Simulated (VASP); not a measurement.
Runs of VASP 6.6.1 on Bi. The structure is that of space group Fd-3m (No. 227), or close to it. The cells are those of the table. 

```tsv
task	cell	cutoff (eV)	gap on the mesh (eV)	pressure (GPa)
relaxation of cell and atoms	relaxed to 10 GPa from a = 5.049 Å, angles 60.0°, 2 atoms	600	none	10.0
single point	a = 4.616 Å, angles 60.0°, 2 atoms	520	none	19.9
single point	a = 4.800 Å, angles 60.0°, 2 atoms	520	none	(a)
relaxation of cell and atoms	relaxed from a = 5.049 Å, angles 60.0°, 2 atoms	600	none	0.0
relaxation of cell and atoms	relaxed to 20 GPa from a = 5.049 Å, angles 60.0°, 2 atoms	600	none	20.0
```

Alike in all rows: level PBE; potentials or basis VASP PAW PBE potentials, release 64 (Bi_d); no spin polarisation; k mesh 6 × 6 × 6; smearing fermi-dirac 0.1 eV.

Problem. Estimate the missing entries.

Solution. (a) 9.9.

Caveats: spin-orbit coupling is left out, which moves the levels of the heavy elements; the cell is relaxed towards a set pressure, so the enthalpy falls and the energy may rise (some runs).

A k mesh can miss the band edges, and the runs leave out spin-orbit coupling on Bi.

A gap of «none» marks levels without a gap at the run's occupations.
